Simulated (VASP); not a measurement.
# PbSe (I4/mmm) in VASP: a series of runs, part 3 of 3

VASP 6.6.1. The steps go on from the part before.

**5. Electric field gradients, PBE (equal xx and yy strain of +2 %)**

Input file INCAR:

```
PREC = Accurate ; ENCUT = 520
EDIFF = 1E-8 ; ISMEAR = -1
SIGMA = 0.01 ; LREAL = False
LASPH = True ; NELM = 60
ALGO = Normal ; ISIF = 2
LWAVE = False ; LCHARG = False
GGA = PE ; LEFG = True
NBANDS = 17
```

Input file KPOINTS:

```
Automatic mesh
0
Gamma
  9 9 9
```

Input file POSCAR:

```
PbSe
1.0
    0.0000000000      3.1233930000      3.0621500000
    3.1233930000      0.0000000000      3.0621500000
    3.1233930000      3.1233930000      0.0000000000
Pb Se
1 1
Direct
    0.0000000000      0.0000000000      0.0000000000
    0.5000000000      0.5000000000      0.5000000000
```

Potentials or basis: VASP PAW PBE potentials, release 64 (Pb_d, Se).

The run is started by

```sh
$ cat potpaw_PBE.64/Pb_d/POTCAR potpaw_PBE.64/Se/POTCAR > POTCAR
$ mpirun -np 1 vasp_std > vasp.out
```

OUTCAR:

```text
PREC = Accurate
   ENCUT = 520
   EDIFF = 1E-8
   ISMEAR = -1
   LREAL = False
   LASPH = True
   NELM = 60
   ISIF = 2
   GGA = PE

 ion  position               nearest neighbor table
   1  0.000  0.000  0.000-   2 3.06   2 3.06   2 3.12   2 3.12   2 3.12   2 3.12
   2  0.500  0.500  0.500-   1 3.06   1 3.06   1 3.12   1 3.12   1 3.12   1 3.12

  LATTYP: Found a body centered tetragonal cell.
 ALAT       =     4.4171447412
 C/A-ratio  =     1.3864838847

  Lattice vectors:

 A1 = (   0.0000000000,  -3.1233930000,  -3.0621500000)
 A2 = (   0.0000000000,   3.1233930000,  -3.0621500000)
 A3 = (   3.1233930000,   0.0000000000,   3.0621500000)

Analysis of symmetry for initial positions (statically):
=====================================================================
 Subroutine PRICEL returns:
 Original cell was already a primitive cell.

 Routine SETGRP: Setting up the symmetry group for a
 body centered tetragonal supercell.

[... 668 lines left out ...]
  volume of cell :       59.75
      direct lattice vectors                 reciprocal lattice vectors
     0.000000000  3.123393000  3.062150000    -0.160082321  0.160082321  0.163283967
     3.123393000  0.000000000  3.062150000     0.160082321 -0.160082321  0.163283967
     3.123393000  3.123393000  0.000000000     0.160082321  0.160082321 -0.163283967

 POSITION                                       TOTAL-FORCE (eV/Angst)
 -----------------------------------------------------------------------------------
      0.00000      0.00000      0.00000         0.000000      0.000000     -0.000000
      3.12339      3.12339      3.06215         0.000000     -0.000000      0.000000
 -----------------------------------------------------------------------------------
    total drift:                               -0.000000      0.000000      0.000000

  FREE ENERGIE OF THE ION-ELECTRON SYSTEM (eV)
  ---------------------------------------------------
  free  energy   TOTEN  =        -8.1929489284 eV

  energy  without entropy=       -8.1929489284  energy(sigma->0) =       -8.19294893

 Electric field gradients (V/A^2)
---------------------------------------------------------------------
 ion       V_xx      V_yy      V_zz      V_xy      V_xz      V_yz
---------------------------------------------------------------------
   1      29.627    29.627   -59.254     0.000     0.000     0.000
   2       2.090     2.090    -4.179     0.000     0.000     0.000
---------------------------------------------------------------------

 Electric field gradients after diagonalization (V/A^2)
 (convention: |V_zz| > |V_xx| > |V_yy|)
----------------------------------------------------------------------
 ion       V_xx      V_yy      V_zz     asymmetry (V_yy - V_xx)/ V_zz
----------------------------------------------------------------------
   1      29.627    29.627   -59.254       0.000
   2       2.090     2.089    -4.179       0.000
----------------------------------------------------------------------

           NMR quadrupolar parameters

 Cq : quadrupolar parameter    Cq=e*Q*V_zz/h
 eta: asymmetry parameters     (V_yy - V_xx)/ V_zz
 Q  : nuclear electric quadrupole moment in mb (millibarn)
----------------------------------------------------------------------
 ion       Cq(MHz)       eta       Q (mb)
----------------------------------------------------------------------
   1      -0.143       0.000       1.000
   2      -0.010       0.000       1.000
----------------------------------------------------------------------
```

OSZICAR:

```text
N       E                     dE             d eps       ncg     rms          rms(c)
DAV:   1     0.159955955832E+03    0.15996E+03   -0.94540E+03  2550   0.119E+03
DAV:   2     0.338288491272E+01   -0.15657E+03   -0.15134E+03  2745   0.307E+02
DAV:   3    -0.823090762871E+01   -0.11614E+02   -0.11540E+02  3230   0.898E+01
DAV:   4    -0.850162721084E+01   -0.27072E+00   -0.27047E+00  3143   0.155E+01
DAV:   5    -0.851101498035E+01   -0.93878E-02   -0.93871E-02  3702   0.281E+00    0.272E+00
DAV:   6    -0.819393057006E+01    0.31708E+00   -0.80503E-01  3885   0.586E+00    0.149E+00
DAV:   7    -0.818972209551E+01    0.42085E-02   -0.12656E-01  3135   0.167E+00    0.841E-01
DAV:   8    -0.819341893435E+01   -0.36968E-02   -0.14514E-02  3077   0.127E+00    0.185E-01
DAV:   9    -0.819285402693E+01    0.56491E-03   -0.31281E-03  4019   0.512E-01    0.590E-02
DAV:  10    -0.819294120114E+01   -0.87174E-04   -0.24350E-04  2972   0.911E-02    0.211E-02
DAV:  11    -0.819294880256E+01   -0.76014E-05   -0.59139E-05  3337   0.772E-02    0.837E-03
DAV:  12    -0.819294885778E+01   -0.55217E-07   -0.32408E-06  3295   0.122E-02    0.213E-03
DAV:  13    -0.819294888872E+01   -0.30946E-07   -0.18924E-07  3229   0.369E-03    0.509E-04
DAV:  14    -0.819294892163E+01   -0.32906E-07   -0.82602E-08  2890   0.162E-03    0.193E-04
DAV:  15    -0.819294892840E+01   -0.67726E-08   -0.15288E-09  2798   0.320E-04
   1 F= -.81929489E+01 E0= -.81929489E+01  d E =-.603111E-13
```

stdout:

```text
POSCAR found type information on POSCAR PbSe
 POSCAR found :  2 types and       2 ions
 scaLAPACK will be used
 LDA part: xc-table for (Slater+PW92), standard interpolation
 POSCAR, INCAR and KPOINTS ok, starting setup
 FFT: planning ... GRIDC
 FFT: planning ... GRID_SOFT
 FFT: planning ... GRID
 WAVECAR not read
 entering main loop
ion   1

ion   2
```

Wall time 3.6 min (1 thread of AMD EPYC 7R13, shared host); peak memory 0.22 GiB.

What came out:

* Free energy: -8.1929 eV
* Pressure: 0.3 GPa
* Band gap on the k mesh: 0.74 eV
* Largest electric field gradient by atom: Pb -59.3; Se -4.2 V/Å²

Levels at points of the mesh, in eV from the valence-band top:
```csv
k point,band 7,band 8,band 9,band 10,band 11,band 12,band 13,band 14
"(0.00, 0.00, 0.00)",-6.20,-1.65,-1.47,-1.47,4.64,4.64,5.09,6.73
```

Electric field gradients, principal values (V/Å²):
```csv
atom,least,middle,greatest (by size)
1 Pb,29.627,29.627,-59.254
2 Se,2.089,2.090,-4.179
```

Caveat: the cell differs from its parent crystal (equal xx and yy strain of +2 %); without QUAD_EFG the Cq values of the log hold for a quadrupole moment of 1 mb, not for the nuclei; spin-orbit coupling is left out, which moves the levels of the heavy elements. A k mesh can miss the band edges.
